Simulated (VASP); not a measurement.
**Ca3Mg: relaxation of cell and atoms with LDA**

The system is Ca3Mg.

```
Ca Mg
1.0
     5.28881    0.00000    0.00000
     0.00000    5.28881    0.00000
     0.00000    0.00000    5.28881
Ca Mg
3 1
Direct
  0.50000 0.50000 0.00000
  0.00000 0.50000 0.50000
  0.50000 0.00000 0.50000
  0.00000 0.00000 0.00000
```

```
Program                : VASP 6.6.1
Task                   : relaxation of cell and atoms
Functional             : LDA
Potentials or basis    : VASP PAW LDA potentials, release 64 (Ca_sv, Mg)
Cutoff                 : 600 eV
k mesh                 : 5 × 5 × 5
Occupations            : fermi-dirac, width 0.1 eV
Spin                   : no spin polarisation
Target pressure        : 8 GPa
Dipole correction      : no
Further INCAR settings : ALGO = Normal; EDIFF = 1e-06; IBRION = 2; EDIFFG = -0.01; NSW = 80; ISIF = 3
```

```yaml
Relaxed_volume: 26.18 Å³/atom
Relaxed_cell: a = 4.714 Å, b = 4.714 Å, c = 4.714 Å, α = 90.00°, β = 90.00°, γ = 90.00°
Space_group_after_relaxing_to_0.1_Å: Pm-3m (No. 221)
Energy_change_on_relaxing_the_run_minimises_the_enthalpy: +116.1 meV/atom
Ionic_steps: 3
Pressure_after_relaxing: 8.1 GPa
Band_gap_on_the_k_mesh: zero (bands 16 and 17 overlap by 0.46 eV)
```

The path:
```
step  energy change (eV)  largest force (eV/Å)  pressure (GPa)  volume (Å³)
   1              0.0000                0.0000           -2.19       147.94
   2              0.5532                0.0000            8.85       103.05
   3              0.4645                0.0000            8.06       104.74
```

Final structure:
```
Ca Mg
1.0
     4.71374    0.00000    0.00000
     0.00000    4.71374    0.00000
     0.00000    0.00000    4.71374
Ca Mg
3 1
Direct
  0.50000 0.50000 0.00000
  0.00000 0.50000 0.50000
  0.50000 0.00000 0.50000
  0.00000 0.00000 0.00000
```

Levels at points of the mesh, in eV from the Fermi level:
| k point | band 13 | band 14 | band 15 | band 16 | band 17 | band 18 | band 19 | band 20 |
| --- | --- | --- | --- | --- | --- | --- | --- | --- |
| (0.00, 0.00, 0.00) | -5.19 | -1.45 | -0.16 | -0.16 | 0.71 | 0.71 | 0.71 | 1.59 |

Wall time 40 s on 1 thread of Intel(R) Xeon(R) 6975P-C (Granite Rapids), on a shared host, peak memory 0.24 GiB.

Caveat: the cell is relaxed towards a set pressure, so the run minimises the enthalpy, not the energy; the volume moved by over 15 % at a fixed basis, so the end points are rough.
